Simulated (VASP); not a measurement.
# Sn (I4_1/amd) in VASP: a series of runs

Runs on Sn. Level: r2SCAN. Tasks: single point.

Program: VASP 6.6.1. These are calculated values, not measurements. Logs are shortened: lines on timing, memory, paths and dates and some standing lists are left out, and cuts for length are marked.

### Step 1. The cell of the first run

The structure is tetragonal, space group I4_1/amd (No. 141). Conventional cell: a = 5.880 Å, b = 5.880 Å, c = 3.119 Å, α = 90.00°, β = 90.00°, γ = 90.00°. Sn (site symmetry -4m2) has 10 Sn at 3.04 to 3.76 Å within 4.0 Å.

### Step 2. Single point, r2SCAN (strain +0.000 along x and y, -0.025 along z)

POSCAR reads:

```
Sn
1.0
   -2.9401404553      2.9401404553      1.5593194392
    2.9401404553     -2.9401404553      1.5593194392
    2.9401404553      2.9401404553     -1.5593194392
Sn
2
Direct
    0.7500000000      0.2500000000      0.5000000000
    0.0000000000      0.0000000000      0.0000000000
```

INCAR.step1 reads:

```
SYSTEM = Sn
PREC = Accurate ; ENCUT = 520
ISMEAR = 0 ; SIGMA = 0.15
LREAL = .FALSE. ; LASPH = .TRUE.
NELM = 100 ; NBANDS = 21
GGA = PE ; ALGO = Normal
EDIFF = 1E-4 ; LWAVE = .TRUE.
LCHARG = .FALSE.
```

INCAR.step2 reads:

```
SYSTEM = Sn
PREC = Accurate ; ENCUT = 520
EDIFF = 1E-6 ; ISMEAR = 0
SIGMA = 0.15 ; LREAL = .FALSE.
LASPH = .TRUE. ; NELM = 100
ALGO = Normal ; ISIF = 2
LWAVE = .FALSE. ; LCHARG = .TRUE.
METAGGA = R2SCAN ; LMIXTAU = .TRUE.
LELF = .TRUE. ; LVHAR = .TRUE.
NBANDS = 21 ; ISTART = 1
```

KPOINTS reads:

```
Automatic mesh
0
G
  16 16 16
  0 0 0
```

Potentials or basis: VASP PAW PBE potentials, release 64 (Sn_d).

Command:

```console
$ cat potpaw_PBE.64/Sn_d/POTCAR > POTCAR
$ cp INCAR.step1 INCAR
$ mpirun -np 1 vasp_std > vasp.out
$ cp INCAR.step2 INCAR
$ mpirun -np 1 vasp_std > vasp.out
```

OUTCAR:

```text
SYSTEM = Sn
   PREC = Accurate
   ENCUT = 520
   EDIFF = 1E-6
   ISMEAR = 0
   LREAL = .FALSE.
   LASPH = .TRUE.
   NELM = 100
   ISIF = 2
   METAGGA = R2SCAN
   ISTART = 1

 ion  position               nearest neighbor table
   1  0.750  0.250  0.500-   2 3.04   2 3.04   2 3.04   2 3.04   2 3.76   2 3.76   2 3.76   2 3.76

   2  0.000  0.000  0.000-   1 3.04   1 3.04   1 3.04   1 3.04   1 3.76   1 3.76   1 3.76   1 3.76

  LATTYP: Found a body centered tetragonal cell.
 ALAT       =     5.8802809106
 C/A-ratio  =     0.5303554245

  Lattice vectors:

 A1 = (  -2.9401404553,   2.9401404553,   1.5593194392)
 A2 = (   2.9401404553,  -2.9401404553,   1.5593194392)
 A3 = (   2.9401404553,   2.9401404553,  -1.5593194392)

Analysis of symmetry for initial positions (statically):
=====================================================================
 Subroutine PRICEL returns:
 Original cell was already a primitive cell.

 Routine SETGRP: Setting up the symmetry group for a
 body centered tetragonal supercell.

 Subroutine GETGRP returns: Found 16 space group operations
 (whereof  8 operations were pure point group operations)
 out of a pool of 16 trial point group operations.

The static configuration has the point symmetry D_2d.
 The point group associated with its full space group is D_4h.

Analysis of symmetry for dynamics (positions and initial velocities):
=====================================================================
 Subroutine PRICEL returns:
 Original cell was already a primitive cell.

 Routine SETGRP: Setting up the symmetry group for a
 body centered tetragonal supercell.

 Subroutine GETGRP returns: Found 16 space group operations
 (whereof  8 operations were pure point group operations)
 out of a pool of 16 trial point group operations.

The dynamic configuration has the point symmetry D_2d.
 The point group associated with its full space group is D_4h.

 Subroutine INISYM returns: Found 16 space group operations
 (whereof  8 operations are pure point group operations),
 and found     1 'primitive' translations

----------------------------------------------------------------------------------------

                                     Primitive cell

  volume of cell :      53.9177

  direct lattice vectors                    reciprocal lattice vectors
    -2.940140455  2.940140455  1.559319439     0.000000000  0.170059903  0.320652707
     2.940140455 -2.940140455  1.559319439     0.170059903  0.000000000  0.320652707
     2.940140455  2.940140455 -1.559319439     0.170059903  0.170059903  0.000000000

  length of vectors
     4.440757695  4.440757695  4.440757695     0.362958027  0.362958027  0.240501021

  position of ions in fractional coordinates (direct lattice)
     0.750000000  0.250000000  0.500000000
     0.000000000  0.000000000  0.000000000

  ion indices of the primitive-cell ions
   primitive index   ion index
                 1           1
                 2           2

----------------------------------------------------------------------------------------

 KPOINTS: Automatic mesh

Automatic generation of k-mesh.
 Grid dimensions read from file:
 generate k-points for:   16   16   16

 Generating k-lattice:

  Cartesian coordinates                     Fractional coordinates (reciprocal lattice)
     0.000000000  0.010628744  0.020040794     0.062500000 -0.000000000  0.000000000
     0.010628744  0.000000000  0.020040794    -0.000000000  0.062500000  0.000000000
     0.010628744  0.010628744  0.000000000     0.000000000  0.000000000  0.062500000

  Length of vectors
     0.022684877  0.022684877  0.015031314

  Shift w.r.t. Gamma in fractional coordinates (k-lattice)
     0.000000000  0.000000000  0.000000000

 Subroutine IBZKPT returns following result:
 ===========================================

 Found    349 irreducible k-points:

 Following reciprocal coordinates:
            Coordinates               Weight
  0.000000  0.000000  0.000000      1.000000
  0.062500 -0.000000  0.000000      8.000000
  0.125000 -0.000000  0.000000      8.000000
  0.187500 -0.000000  0.000000      8.000000
  0.250000 -0.000000  0.000000      8.000000
  0.312500 -0.000000  0.000000      8.000000
[... 16 lines left out ...]
 -0.125000  0.062500 -0.000000     16.000000
 -0.062500  0.062500  0.000000      4.000000
 [... further k-points ...]
   k-points           NKPTS =    349   k-points in BZ     NKDIM =    349   number of bands    NBANDS=     21
   number of dos      NEDOS =    301   number of ions     NIONS =      2
   total plane-waves  NPLWV =  46656
   dimension x,y,z NGX =    36 NGY =   36 NGZ =   36
   dimension x,y,z NGXF=    72 NGYF=   72 NGZF=   72
   ions per type =               2
   NGX,Y,Z   is equivalent  to a cutoff of  13.48, 13.48, 13.48 a.u.
   NGXF,Y,Z  is equivalent  to a cutoff of  26.95, 26.95, 26.95 a.u.
 SYSTEM =  Sn
   PREC   = accura    normal or accurate (medium, high low for compatibility)
   ISTART =      1    job   : 0-new  1-cont  2-samecut
   ICHARG =      0    charge: 1-file 2-atom 10-const
   ISPIN  =      1    spin polarized calculation?
   LNONCOLLINEAR =      F non collinear calculations
   LSORBIT =      F    spin-orbit coupling
   LASPH  =      T    aspherical Exc in radial PAW
   ENCUT  =  520.0 eV  38.22 Ry    6.18 a.u.   8.26  8.26  8.26*2*pi/ulx,y,z
   NELM   =    100;   NELMIN=  2; NELMDL=  0     # of ELM steps
   EDIFF  = 0.1E-05   stopping-criterion for ELM
   LREAL  =      F    real-space projection
   EDIFFG = 0.1E-04   stopping-criterion for IOM
   NSW    =      0    number of steps for IOM
   IBRION =     -1    ionic relax: 0-MD 1-quasi-New 2-CG
   NFREE  =      0    steps in history (QN), initial steepest desc. (CG)
   ISIF   =      2    stress and relaxation
   ISYM   =      2    0-nonsym 1-usesym 2-fastsym
   POTIM  = 0.5000    time-step for ionic-motion
   TEBEG  =    0.0;   TEEND  =   0.0 temperature during run
   PSTRESS=    0.0 pullay stress
   NELECT =      28.0000    total number of electrons
   NUPDOWN=      -1.0000    fix difference up-down
   EMIN   =  10.00;   EMAX   =-10.00  energy-range for DOS
   EFERMI =   0.00;   METHOD = LEGACY
   ISMEAR =     0;   SIGMA  =   0.15  broadening in eV -4-tet -1-fermi 0-gaus
   EFERMI_NEDOS =   21; number of points for ismear=-14 and -15
   IALGO  =     38    algorithm
   IMIX   =      4    mixing-type and parameters
     AMIX     =   0.40;   BMIX     =  1.00
     AMIX_MAG =   1.60;   BMIX_MAG =  1.00
  volume/ion in A,a.u.               =      26.96       181.93
  Fermi-wavevector in a.u.,A,eV,Ry     =   1.315882  2.486657 23.559122  1.731547
  Thomas-Fermi vector in A             =   2.446034
   LORBIT       =      0    0 simple, 1 ext, 2 COOP (PROOUT), +10 PAW based schemes
   METAGGA = R2SCAN    functional components
   LHFCALC =     F    Hartree Fock is set to
   AEXX    =    0.0000 exact exchange contribution
   IVDW    =     0    specifies the selected vdW correction
   LEPSILON=     F    determine dielectric tensor
   LRPA    =     F    only Hartree local field effects (RPA)
 non-spin polarized calculation
 Gauss-broadening in eV      SIGMA  =   0.15
  energy-cutoff  :      520.00
  volume of cell :       53.92
 maximum number of plane-waves:      1481
 NGX is ok and might be reduce to    36
   NGX = 17   NGY = 17   NGZ = 17

 number of electron      27.9999993 magnetization

 Free energy of the ion-electron system (eV)
  ---------------------------------------------------
  ext. energy  EPLUGINS =         0.00000000
  ---------------------------------------------------
  free energy    TOTEN  =       -49.24345551 eV

  energy without entropy =      -49.23374798  energy(sigma->0) =      -49.23860174

 E-fermi :   7.9849     XC(G=0): -11.1630

 val. band max:        7.9819846824   @ k =   0.5000   0.3750   0.0625
 cond. band min:       7.9903927691   @ k =  -0.2500   0.5000   0.1250
 fundamental gap:      0.0084080867
 Fermi energy:         7.9848713587

 k-point     1 :       0.0000    0.0000    0.0000
  band No.  band energies     occupation
      1     -14.3616      2.00000
      2     -14.3033      2.00000
      3     -14.2481      2.00000
      4     -14.2235      2.00000
      5     -14.0403      2.00000
      6     -14.0403      2.00000
[... 13 lines left out ...]
     20      18.0886      0.00000
     21      18.8988      0.00000

 k-point     2 :       0.0625   -0.0000    0.0000
  band No.  band energies     occupation
      1     -14.3591      2.00000
      2     -14.2927      2.00000
      3     -14.2353      2.00000
      4     -14.2204      2.00000
      5     -14.0486      2.00000
      6     -14.0481      2.00000
[... 13 lines left out ...]
     20      18.1028      0.00000
     21      18.8458      0.00000

 k-point     3 :       0.1250   -0.0000    0.0000
  band No.  band energies     occupation
      1     -14.3511      2.00000
      2     -14.2632      2.00000
      3     -14.2114      2.00000
      4     -14.2012      2.00000
      5     -14.0668      2.00000
      6     -14.0616      2.00000
[... 13 lines left out ...]
     20      17.4657      0.00000
     21      17.5351      0.00000

 k-point     4 :       0.1875   -0.0000    0.0000
  band No.  band energies     occupation
      1     -14.3377      2.00000
      2     -14.2218      2.00000
      3     -14.1980      2.00000
      4     -14.1584      2.00000
      5     -14.0901      2.00000
      6     -14.0699      2.00000
[... 13 lines left out ...]
     20      16.5210      0.00000
     21      16.8655      0.00000

 k-point     5 :       0.2500   -0.0000    0.0000
  band No.  band energies     occupation
      1     -14.3215      2.00000
      2     -14.1838      2.00000
      3     -14.1831      2.00000
      4     -14.1356      2.00000
      5     -14.1139      2.00000
      6     -14.0670      2.00000
[... 13 lines left out ...]
     20      15.7715      0.00000
     21      16.9903      0.00000

 k-point     6 :       0.3125   -0.0000    0.0000
  band No.  band energies     occupation
      1     -14.3058      2.00000
      2     -14.1745      2.00000
      3     -14.1660      2.00000
      4     -14.1467      2.00000
      5     -14.1290      2.00000
      6     -14.0840      2.00000
[... 13 lines left out ...]
     20      15.2459      0.00000
     21      17.5860      0.00000

 k-point     7 :       0.3750   -0.0000    0.0000
  band No.  band energies     occupation
      1     -14.2932      2.00000
      2     -14.1814      2.00000
      3     -14.1771      2.00000
      4     -14.1528      2.00000
      5     -14.1252      2.00000
      6     -14.0988      2.00000
[... 13 lines left out ...]
     20      15.7878      0.00000
     21      18.3983      0.00000
[... 291 lines left out ...]
      1     -14.3098      2.00000
      2     -14.1888      2.00000
      3     -14.1742      2.00000
      4     -14.1513      2.00000
      5     -14.1085      2.00000
      6     -14.0725      2.00000
[... 13 lines left out ...]
     20      16.2184      0.00000
     21      16.8760      0.00000

 k-point    21 :      -0.2500    0.0625   -0.0000
  band No.  band energies     occupation
      1     -14.3264      2.00000
      2     -14.2248      2.00000
      3     -14.1889      2.00000
      4     -14.1699      2.00000
      5     -14.0875      2.00000
      6     -14.0618      2.00000
[... 13 lines left out ...]
     20      16.7548      0.00000
     21      17.0201      0.00000

 k-point    22 :      -0.1875    0.0625    0.0000
  band No.  band energies     occupation
      1     -14.3415      2.00000
      2     -14.2646      2.00000
      3     -14.2080      2.00000
      4     -14.2033      2.00000
      5     -14.0660      2.00000
      6     -14.0558      2.00000
[... 13 lines left out ...]
     20      17.5320      0.00000
     21      17.8779      0.00000

 k-point    23 :      -0.1250    0.0625   -0.0000
  band No.  band energies     occupation
      1     -14.3522      2.00000
      2     -14.2935      2.00000
      3     -14.2389      2.00000
      4     -14.2147      2.00000
      5     -14.0498      2.00000
      6     -14.0449      2.00000
[... 13 lines left out ...]
     20      18.3903      0.00000
     21      18.9439      0.00000

 k-point    24 :      -0.0625    0.0625    0.0000
  band No.  band energies     occupation
      1     -14.3581      2.00000
      2     -14.3037      2.00000
      3     -14.2498      2.00000
      4     -14.2206      2.00000
      5     -14.0419      2.00000
      6     -14.0389      2.00000
[... 13 lines left out ...]
     20      18.3423      0.00000
     21      18.9860      0.00000

 [... further k-points ...]
[... 5 lines left out ...]
  --------------------------------------------------------------------------------------
  -------------------------------------------------------------------------------------
  Total        0.2478353      0.2478353      0.7975843      0.0000000      0.0000000      0.0000000
  in kB        7.3644875      7.3644875     23.7004155      0.0000000      0.0000000      0.0000000
  external PRESSURE =      12.8097968 kB  Pullay stress =       0.0000000 kB

 VOLUME and BASIS-vectors are now :
 -----------------------------------------------------------------------------
  energy-cutoff  :      520.00
  volume of cell :       53.92
      direct lattice vectors                 reciprocal lattice vectors
    -2.940140455  2.940140455  1.559319439     0.000000000  0.170059903  0.320652707
     2.940140455 -2.940140455  1.559319439     0.170059903  0.000000000  0.320652707
     2.940140455  2.940140455 -1.559319439     0.170059903  0.170059903  0.000000000

 POSITION                                       TOTAL-FORCE (eV/Angst)
 -----------------------------------------------------------------------------------
      0.00000      2.94014      0.77966        -0.000000      0.000000     -0.000000
      0.00000      0.00000      0.00000         0.000000     -0.000000      0.000000
 -----------------------------------------------------------------------------------
    total drift:                               -0.000000      0.000000     -0.000000

  FREE ENERGIE OF THE ION-ELECTRON SYSTEM (eV)
  ---------------------------------------------------
  free  energy   TOTEN  =       -49.2434555100 eV

  energy  without entropy=      -49.2337479778  energy(sigma->0) =      -49.23860174
```

It took 23 min on 1 thread of AMD EPYC 9R45 (Zen 5), shared host; peak memory 0.41 GiB.

Results:

| Quantity | Value |
| --- | --- |
| Free energy | -49.2435 eV |
| Pressure | 1.3 GPa |
| Band gap on the k mesh | zero (band 14 reaches 9.58 eV, above the bottom of band 15 at 5.22 eV) |

Caveat: the cell differs from its parent crystal (strain +0.000 along x and y, -0.025 along z); the PAW data sets were made with another functional, which shifts forces and pressure a little; spin-orbit coupling is left out, which moves the levels of the heavy elements.

### Step 3. Single point, r2SCAN (strain -0.050 along x and y, -0.050 along z)

POSCAR reads:

```
Sn
1.0
   -2.7931334325      2.7931334325      1.5193368895
    2.7931334325     -2.7931334325      1.5193368895
    2.7931334325      2.7931334325     -1.5193368895
Sn
2
Direct
    0.7500000000      0.2500000000      0.5000000000
    0.0000000000      0.0000000000      0.0000000000
```

INCAR.step1 reads:

```
SYSTEM = Sn
PREC = Accurate
ENCUT = 520
ISMEAR = 0
SIGMA = 0.15
LREAL = .FALSE.
LASPH = .TRUE.
NELM = 80
NBANDS = 21
GGA = PE
ALGO = Normal
EDIFF = 1E-4
LWAVE = .TRUE.
LCHARG = .FALSE.
```

INCAR.step2 reads:

```
SYSTEM = Sn
PREC = Accurate
ENCUT = 520
EDIFF = 1E-7
ISMEAR = 0
SIGMA = 0.15
LREAL = .FALSE.
LASPH = .TRUE.
NELM = 80
ALGO = Normal
ISIF = 2
LWAVE = .FALSE.
LCHARG = .FALSE.
METAGGA = R2SCAN
LMIXTAU = .TRUE.
NBANDS = 21
ISTART = 1
```

KPOINTS reads:

```
regular mesh
0
G
  16 16 16
  0 0 0
```

Potentials or basis: VASP PAW PBE potentials, release 64 (Sn_d).

Command:

```console
$ cat potpaw_PBE.64/Sn_d/POTCAR > POTCAR
$ cp INCAR.step1 INCAR
$ mpirun -np 1 vasp_std > vasp.out
$ cp INCAR.step2 INCAR
$ mpirun -np 1 vasp_std > vasp.out
```

Run time: 13 min. Hardware: 1 thread of Intel Xeon Platinum 8375C at 2.90GHz (Ice Lake), shared host; peak memory 0.39 GiB.

The run converged. Its results:

```yaml
Free_energy: -49.0000 eV
Pressure: 11.9 GPa
Band_gap_on_the_k_mesh: zero (band 14 reaches 11.73 eV, above the bottom of band 15 at 6.36 eV)
```

Stress tensor (GPa, compression positive):
```
12.31  0.00  0.00
 0.00 12.31  0.00
 0.00  0.00 11.03
```

Levels at points of the mesh, in eV from the Fermi level:
```
           k point  band 10  band 11  band 12  band 13  band 14  band 15  band 16  band 17  band 18  band 19
(0.00, 0.00, 0.00)   -21.89   -12.84    -3.26    -2.62    -2.62     3.08     7.23     7.23     8.25     8.35
(0.50, 0.00, 0.00)   -21.98    -7.54    -6.24    -2.27    -2.20    -1.58     2.32     3.36     5.67     8.07
(0.50, 0.50, 0.00)   -22.08   -10.18   -10.18     0.48     0.48     2.04     2.04     7.01     7.01    10.76
(0.50, 0.50, 0.50)   -22.17    -8.32    -8.32    -5.94    -5.94     5.83     5.83    11.35    11.35    13.94
```

Caveat: the cell differs from its parent crystal (strain -0.050 along x and y, -0.050 along z); the PAW data sets were made with another functional, which shifts forces and pressure a little; spin-orbit coupling is left out, which moves the levels of the heavy elements.

(Part 1 of 2 ends here.)
